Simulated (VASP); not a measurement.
# TaN in VASP: further runs

TaN is run at these levels: LDA; tasks: single point.

All numbers are computed with VASP 6.6.1; they aren't measurements. Logs are shortened: lines on timing, memory, paths and dates and some standing lists are left out, and cuts for length are marked.

## Step 1: The cell of the first run

Symmetry: Fm-3m, No. 225, cubic system. Conventional cell: a = 4.349 Å, b = 4.349 Å, c = 4.349 Å, α = 90.00°, β = 90.00°, γ = 90.00°. Within 2.9 Å of Ta (site symmetry m-3m) lie 6 N at 2.17 Å. N (site symmetry m-3m) has 6 Ta at 2.17 Å within 2.9 Å.

## Step 2: Single point, LDA

INCAR

```
PREC = Accurate
ENCUT = 520
EDIFF = 1E-7
ISMEAR = 0
SIGMA = 0.15
LREAL = False
LASPH = True
NELM = 60
ALGO = Normal
ISIF = 2
LWAVE = False
LCHARG = False
GGA = CA
NBANDS = 15
```

KPOINTS

```
Automatic mesh
0
Gamma
  18 18 18
```

POSCAR

```
TaN
1.0
    0.0000000000      2.1742693740      2.1742693740
    2.1742693740      0.0000000000      2.1742693740
    2.1742693740      2.1742693740      0.0000000000
Ta N
1 1
Direct
    0.5000000000      0.5000000000      0.5000000000
    0.0000000000      0.0000000000      0.0000000000
```

Potentials or basis: VASP PAW LDA potentials, release 64 (Ta_pv, N).

Launch:

```bash
> cat potpaw_LDA.64/Ta_pv/POTCAR potpaw_LDA.64/N/POTCAR > POTCAR
> mpirun -np 1 vasp_std > vasp.out
```

OUTCAR:

```text
PREC = Accurate
   ENCUT = 520
   EDIFF = 1E-7
   ISMEAR = 0
   LREAL = False
   LASPH = True
   NELM = 60
   ISIF = 2
   GGA = CA

 ion  position               nearest neighbor table
   1  0.500  0.500  0.500-   2 2.17   2 2.17   2 2.17   2 2.17   2 2.17   2 2.17
   2  0.000  0.000  0.000-   1 2.17   1 2.17   1 2.17   1 2.17   1 2.17   1 2.17

  LATTYP: Found a face centered cubic cell.
 ALAT       =     4.3485387480

  Lattice vectors:

 A1 = (   0.0000000000,   2.1742693740,   2.1742693740)
 A2 = (   2.1742693740,   0.0000000000,   2.1742693740)
 A3 = (   2.1742693740,   2.1742693740,   0.0000000000)

Analysis of symmetry for initial positions (statically):
=====================================================================
 Subroutine PRICEL returns:
 Original cell was already a primitive cell.

 Routine SETGRP: Setting up the symmetry group for a
 face centered cubic supercell.

 Subroutine GETGRP returns: Found 48 space group operations
 (whereof 48 operations were pure point group operations)
 out of a pool of 48 trial point group operations.

The static configuration has the point symmetry O_h .

Analysis of symmetry for dynamics (positions and initial velocities):
=====================================================================
 Subroutine PRICEL returns:
 Original cell was already a primitive cell.

 Routine SETGRP: Setting up the symmetry group for a
 face centered cubic supercell.

 Subroutine GETGRP returns: Found 48 space group operations
 (whereof 48 operations were pure point group operations)
 out of a pool of 48 trial point group operations.

The dynamic configuration has the point symmetry O_h .

 Subroutine INISYM returns: Found 48 space group operations
 (whereof 48 operations are pure point group operations),
 and found     1 'primitive' translations

----------------------------------------------------------------------------------------

                                     Primitive cell

  volume of cell :      20.5575

  direct lattice vectors                    reciprocal lattice vectors
     0.000000000  2.174269374  2.174269374    -0.229962306  0.229962306  0.229962306
     2.174269374  0.000000000  2.174269374     0.229962306 -0.229962306  0.229962306
     2.174269374  2.174269374  0.000000000     0.229962306  0.229962306 -0.229962306

  length of vectors
     3.074881237  3.074881237  3.074881237     0.398306399  0.398306399  0.398306399

  position of ions in fractional coordinates (direct lattice)
     0.500000000  0.500000000  0.500000000
     0.000000000  0.000000000  0.000000000

  ion indices of the primitive-cell ions
   primitive index   ion index
                 1           1
[... 80 lines left out ...]
   ISYM   =      2    0-nonsym 1-usesym 2-fastsym
   POTIM  = 0.5000    time-step for ionic-motion
   TEBEG  =    0.0;   TEEND  =   0.0 temperature during run
   PSTRESS=    0.0 pullay stress
   NELECT =      16.0000    total number of electrons
   NUPDOWN=      -1.0000    fix difference up-down
   EMIN   =  10.00;   EMAX   =-10.00  energy-range for DOS
   EFERMI =   0.00;   METHOD = LEGACY
   ISMEAR =     0;   SIGMA  =   0.15  broadening in eV -4-tet -1-fermi 0-gaus
   EFERMI_NEDOS =   21; number of points for ismear=-14 and -15
   IALGO  =     38    algorithm
   IMIX   =      4    mixing-type and parameters
     AMIX     =   0.40;   BMIX     =  1.00
     AMIX_MAG =   1.60;   BMIX_MAG =  1.00
  volume/ion in A,a.u.               =      10.28        69.36
  Fermi-wavevector in a.u.,A,eV,Ry     =   1.505884  2.845708 30.853744  2.267686
  Thomas-Fermi vector in A             =   2.616674
   LORBIT       =      0    0 simple, 1 ext, 2 COOP (PROOUT), +10 PAW based schemes
   GGA     = CA    functional components
   LHFCALC =     F    Hartree Fock is set to
   AEXX    =    0.0000 exact exchange contribution
   IVDW    =     0    specifies the selected vdW correction
   LEPSILON=     F    determine dielectric tensor
   LRPA    =     F    only Hartree local field effects (RPA)
 non-spin polarized calculation
 Gauss-broadening in eV      SIGMA  =   0.15
  energy-cutoff  :      520.00
  volume of cell :       20.56
 maximum number of plane-waves:       568
   NGX = 11   NGY = 11   NGZ = 11

 number of electron      16.0000000 magnetization

 Free energy of the ion-electron system (eV)
  ---------------------------------------------------
  ext. energy  EPLUGINS =         0.00000000
  ---------------------------------------------------
  free energy    TOTEN  =       -24.15381959 eV

  energy without entropy =      -24.14450229  energy(sigma->0) =      -24.14916094

 E-fermi :   9.8008     XC(G=0): -13.8455

 val. band max:        9.7960382982   @ k =   0.0000   0.0000   0.0000
 cond. band min:       9.8057614917   @ k =   0.2222   0.1667   0.0556
 fundamental gap:      0.0097231935
 Fermi energy:         9.8008293383

 k-point     1 :       0.0000    0.0000    0.0000
  band No.  band energies     occupation
      1     -25.7048      2.00000
      2     -25.7048      2.00000
      3     -25.7048      2.00000
      4      -9.0935      2.00000
      5       5.9276      2.00000
      6       5.9276      2.00000
      7       5.9276      2.00000
      8       7.5628      2.00000
      9       7.5628      2.00000
     10       7.5628      2.00000
     11       9.7960      1.03603
     12       9.7960      1.03603
     13      11.8204      0.00000
     14      19.2882      0.00000
[... 401 lines left out ...]
      2     -25.7838      2.00000
      3     -25.7367      2.00000
      4      -7.7022      2.00000
      5       2.0694      2.00000
      6       3.2097      2.00000
      7       3.6471      2.00000
      8       8.8216      2.00000
      9       8.9399      2.00000
     10       9.9223      0.25215
     11      12.7803      0.00000
     12      14.3295      0.00000
     13      14.7685      0.00000
     14      21.2642      0.00000
     15      22.5733      0.00000

 [... further k-points ...]
[... 5 lines left out ...]
  --------------------------------------------------------------------------------------
  -------------------------------------------------------------------------------------
  Total        0.2554993      0.2554993      0.2554993      0.0000000     -0.0000000      0.0000000
  in kB       19.9127046     19.9127046     19.9127046      0.0000000     -0.0000000      0.0000000
  external PRESSURE =      19.9127046 kB  Pullay stress =       0.0000000 kB

 VOLUME and BASIS-vectors are now :
 -----------------------------------------------------------------------------
  energy-cutoff  :      520.00
  volume of cell :       20.56
      direct lattice vectors                 reciprocal lattice vectors
     0.000000000  2.174269374  2.174269374    -0.229962306  0.229962306  0.229962306
     2.174269374  0.000000000  2.174269374     0.229962306 -0.229962306  0.229962306
     2.174269374  2.174269374  0.000000000     0.229962306  0.229962306 -0.229962306

 POSITION                                       TOTAL-FORCE (eV/Angst)
 -----------------------------------------------------------------------------------
      2.17427      2.17427      2.17427        -0.000000     -0.000000      0.000000
      0.00000      0.00000      0.00000         0.000000      0.000000     -0.000000
 -----------------------------------------------------------------------------------
    total drift:                                0.000000     -0.000000     -0.000000

  FREE ENERGIE OF THE ION-ELECTRON SYSTEM (eV)
  ---------------------------------------------------
  free  energy   TOTEN  =       -24.1538195918 eV

  energy  without entropy=      -24.1445022867  energy(sigma->0) =      -24.14916094
```

stdout:

```text
POSCAR found type information on POSCAR TaN
 POSCAR found :  2 types and       2 ions
 scaLAPACK will be used
 LDA part: xc-table for (Slater(with rela. corr.)+CA(PZ))
 , standard interpolation
 POSCAR, INCAR and KPOINTS ok, starting setup
 FFT: planning ... GRIDC
 FFT: planning ... GRID_SOFT
 FFT: planning ... GRID
 WAVECAR not read
 entering main loop
```

Wall time 16 s (1 thread of Intel Xeon 6975P-C (Granite Rapids), shared host); peak memory 0.17 GiB.

Results:

```yaml
Free_energy: -24.1538 eV
Pressure: 2.0 GPa
Band_gap_on_the_k_mesh: zero (band 8 reaches 11.78 eV, above the bottom of band 9 at 7.56 eV)
```

Levels at points of the mesh, in eV from the Fermi level:
```csv
k point,band 5,band 6,band 7,band 8,band 9,band 10,band 11,band 12
"(0.00, 0.00, 0.00)",-3.87,-3.87,-3.87,-2.24,-2.24,-2.24,0.00,0.00
"(0.50, 0.00, 0.00)",-10.62,-7.82,-7.82,1.98,1.98,2.09,4.06,7.86
"(0.50, 0.50, 0.00)",-6.61,-5.72,-4.65,-4.65,2.15,3.72,3.72,4.98
```

Caveat: spin-orbit coupling is left out, which moves the levels of the heavy elements.

## Step 3: Single point, LDA (mode 4 frozen in at -0.098 Å and mode 6 at +0.000 Å (largest displacements))

INCAR

```
PREC = Accurate
ENCUT = 520
EDIFF = 1E-6
ISMEAR = 0
SIGMA = 0.15
LREAL = F
LASPH = T
NELM = 100
ALGO = Normal
ISIF = 2
LWAVE = F
LCHARG = F
NBANDS = 15
```

KPOINTS

```
regular mesh
0
Gamma
  18 18 18
```

POSCAR

```
TaN
1.0
    0.0000000000      2.1742693740      2.1742693740
    2.1742693740      0.0000000000      2.1742693740
    2.1742693740      2.1742693740      0.0000000000
Ta N
1 1
Direct
    0.4982554864      0.5017445136      0.5017445136
    0.0225363060     -0.0225363060     -0.0225363060
```

Potentials or basis: VASP PAW LDA potentials, release 64 (Ta_pv, N).

Launch:

```bash
> cat potpaw_LDA.64/Ta_pv/POTCAR potpaw_LDA.64/N/POTCAR > POTCAR
> mpirun -np 1 vasp_std > vasp.out
```

OUTCAR:

```text
PREC = Accurate
   ENCUT = 520
   EDIFF = 1E-6
   ISMEAR = 0
   LREAL = F
   LASPH = T
   NELM = 100
   ISIF = 2

 ion  position               nearest neighbor table
   1  0.498  0.502  0.502-   2 2.07   2 2.18   2 2.18   2 2.18   2 2.18   2 2.28
   2  0.023  0.977  0.977-   1 2.07   1 2.18   1 2.18   1 2.18   1 2.18   1 2.28

  LATTYP: Found a face centered cubic cell.
 ALAT       =     4.3485387480

  Lattice vectors:

 A1 = (   0.0000000000,   2.1742693740,   2.1742693740)
 A2 = (   2.1742693740,   0.0000000000,   2.1742693740)
 A3 = (   2.1742693740,   2.1742693740,   0.0000000000)

Analysis of symmetry for initial positions (statically):
=====================================================================
 Subroutine PRICEL returns:
 Original cell was already a primitive cell.

 Routine SETGRP: Setting up the symmetry group for a
 face centered cubic supercell.

 Subroutine GETGRP returns: Found  8 space group operations
 (whereof  8 operations were pure point group operations)
 out of a pool of 48 trial point group operations.

The static configuration has the point symmetry C_4v.

Analysis of symmetry for dynamics (positions and initial velocities):
[... 164 lines left out ...]
 Fermi energy:         9.7707820917

 k-point     1 :       0.0000    0.0000    0.0000
  band No.  band energies     occupation
      1     -25.6987      2.00000
      2     -25.6852      2.00000
      3     -25.6852      2.00000
      4      -9.0936      2.00000
      5       5.6027      2.00000
      6       5.6027      2.00000
      7       5.6610      2.00000
      8       7.5768      2.00000
      9       7.9212      2.00000
     10       7.9212      2.00000
     11       9.8107      0.70671
     12      10.1720      0.00015
     13      11.7843      0.00000
     14      19.2515      0.00000
[... 401 lines left out ...]
      2     -25.7839      2.00000
      3     -25.7796      2.00000
      4      -6.4936      2.00000
      5       0.1277      2.00000
      6       2.3198      2.00000
      7       2.5004      2.00000
      8       9.7767      0.95554
      9      11.1031      0.00000
     10      11.2579      0.00000
     11      14.8589      0.00000
     12      15.7044      0.00000
     13      17.0980      0.00000
     14      21.2628      0.00000
     15      21.9724      0.00000

 [... further k-points ...]
[... 5 lines left out ...]
  --------------------------------------------------------------------------------------
  -------------------------------------------------------------------------------------
  Total        1.0550861      0.2587311      0.2587311      0.0000000     -0.0000000      0.0000000
  in kB       82.2296486     20.1645759     20.1645759      0.0000000     -0.0000000      0.0000000
  external PRESSURE =      40.8529335 kB  Pullay stress =       0.0000000 kB

 VOLUME and BASIS-vectors are now :
 -----------------------------------------------------------------------------
  energy-cutoff  :      520.00
  volume of cell :       20.56
      direct lattice vectors                 reciprocal lattice vectors
     0.000000000  2.174269374  2.174269374    -0.229962306  0.229962306  0.229962306
     2.174269374  0.000000000  2.174269374     0.229962306 -0.229962306  0.229962306
     2.174269374  2.174269374  0.000000000     0.229962306  0.229962306 -0.229962306

 POSITION                                       TOTAL-FORCE (eV/Angst)
 -----------------------------------------------------------------------------------
      2.18186      2.17427      2.17427        -1.015647      0.000000      0.000000
      4.25054      2.17427      2.17427         1.015647      0.000000      0.000000
 -----------------------------------------------------------------------------------
    total drift:                                0.000060     -0.000000     -0.000000

  FREE ENERGIE OF THE ION-ELECTRON SYSTEM (eV)
  ---------------------------------------------------
  free  energy   TOTEN  =       -24.1026993958 eV

  energy  without entropy=      -24.0939206787  energy(sigma->0) =      -24.09831004
```

OSZICAR:

```text
N       E                     dE             d eps       ncg     rms          rms(c)
DAV:   1     0.855283352548E+02    0.85528E+02   -0.87062E+03 14416   0.112E+03
DAV:   2    -0.246381034170E+02   -0.11017E+03   -0.10406E+03 17732   0.296E+02
DAV:   3    -0.271245866055E+02   -0.24865E+01   -0.24717E+01 16087   0.412E+01
DAV:   4    -0.271331095238E+02   -0.85229E-02   -0.85189E-02 18827   0.263E+00
DAV:   5    -0.271331679354E+02   -0.58412E-04   -0.58407E-04 16313   0.189E-01    0.260E+01
DAV:   6    -0.242433921879E+02    0.28898E+01   -0.59144E+00 15901   0.264E+01    0.110E+01
DAV:   7    -0.241435109546E+02    0.99881E-01   -0.41956E-01 17452   0.523E+00    0.739E+00
DAV:   8    -0.241072511460E+02    0.36260E-01   -0.14473E-01 15303   0.303E+00    0.131E+00
DAV:   9    -0.241029085919E+02    0.43426E-02   -0.12263E-02 15345   0.884E-01    0.290E-01
DAV:  10    -0.241027337666E+02    0.17483E-03   -0.58929E-04 17214   0.286E-01    0.926E-02
DAV:  11    -0.241027001469E+02    0.33620E-04   -0.76869E-05 15191   0.881E-02    0.177E-02
DAV:  12    -0.241026993958E+02    0.75113E-06   -0.46203E-06 15940   0.192E-02
   1 F= -.24102699E+02 E0= -.24098310E+02  d E =-.877872E-02
```

stdout:

```text
POSCAR found type information on POSCAR TaN
 POSCAR found :  2 types and       2 ions
 scaLAPACK will be used
 LDA part: xc-table for (Slater(with rela. corr.)+CA(PZ))
 , standard interpolation
 POSCAR, INCAR and KPOINTS ok, starting setup
 FFT: planning ... GRIDC
 FFT: planning ... GRID_SOFT
 FFT: planning ... GRID
 WAVECAR not read
 entering main loop
```

Run time: 36 s. Hardware: 1 thread of Intel Xeon 6975P-C (Granite Rapids), shared host; peak memory 0.25 GiB.

Results:

```
Free energy            : -24.1027 eV
Pressure               : 4.1 GPa
Largest force          : 1.016 eV/Å
Band gap on the k mesh : zero (band 8 reaches 11.71 eV, above the bottom of band 9 at 7.85 eV)
```

Forces on the atoms (eV/Å):
```
Ta  -1.016  0.000  0.000
N    1.016  0.000  0.000
```

Caveat: the cell differs from its parent crystal (mode 4 frozen in at -0.098 Å and mode 6 at +0.000 Å (largest displacements)); spin-orbit coupling is left out, which moves the levels of the heavy elements; forces of over 1 eV/Å act on the atoms, so gaps and moduli don't describe the material at rest.

## Step 4: Single point, LDA (mode 4 frozen in at -0.049 Å and mode 6 at -0.049 Å (largest displacements))

INCAR

```
SYSTEM = TaN
PREC = Accurate
ENCUT = 520
EDIFF = 1E-6
ISMEAR = 0
SIGMA = 0.15
LREAL = .FALSE.
LASPH = .TRUE.
NELM = 100
ALGO = Normal
ISIF = 2
LWAVE = .FALSE.
LCHARG = .FALSE.
NBANDS = 15
```

KPOINTS

```
regular mesh
0
G
  18 18 18
  0 0 0
```

POSCAR

```
TaN
1.0
    0.0000000000      2.1742693740      2.1742693740
    2.1742693740      0.0000000000      2.1742693740
    2.1742693740      2.1742693740      0.0000000000
Ta N
1 1
Direct
    0.5000000000      0.5017445136      0.5000000000
    0.0000000000     -0.0225363060      0.0000000000
```

Launch:

```bash
> cat potpaw_LDA.64/Ta_pv/POTCAR potpaw_LDA.64/N/POTCAR > POTCAR
> mpirun -np 1 vasp_std > vasp.out
```

Wall time 66 s (1 thread of Intel Xeon 6975P-C (Granite Rapids), shared host); peak memory 0.35 GiB.

Results (log left out):

```yaml
Free_energy: -24.1291 eV
Pressure: 3.0 GPa
Largest_force: 0.673 eV/Å
Band_gap_on_the_k_mesh: zero (band 8 reaches 11.77 eV, above the bottom of band 9 at 7.75 eV)
```

Forces in eV/Å, atoms in the order of the input:
```
Ta  -0.476  0.000 -0.476
N    0.476  0.000  0.476
```

Stress tensor (GPa, compression positive):
```
 3.54  0.00 -0.40
 0.00  2.00  0.00
-0.40  0.00  3.54
```

Levels at points of the mesh, in eV from the Fermi level:
```
           k point  band 5  band 6  band 7  band 8  band 9  band 10  band 11  band 12
(0.00, 0.00, 0.00)   -4.05   -4.03   -3.97   -2.22   -2.03    -2.02     0.07     0.16
(0.50, 0.00, 0.00)  -10.60   -7.80   -7.77    1.96    1.98     2.11     3.99     7.77
(0.00, 0.50, 0.00)  -10.59   -7.82   -7.80    1.99    2.00     2.12     4.08     7.85
(0.50, 0.50, 0.00)   -6.58   -5.85   -4.65   -4.47    2.20     3.74     3.74     4.93
(0.50, 0.00, 0.50)   -6.60   -5.97   -4.67   -4.33    2.22     3.74     3.74     4.96
```

Caveat: the cell differs from its parent crystal (mode 4 frozen in at -0.049 Å and mode 6 at -0.049 Å (largest displacements)); spin-orbit coupling is left out, which moves the levels of the heavy elements.
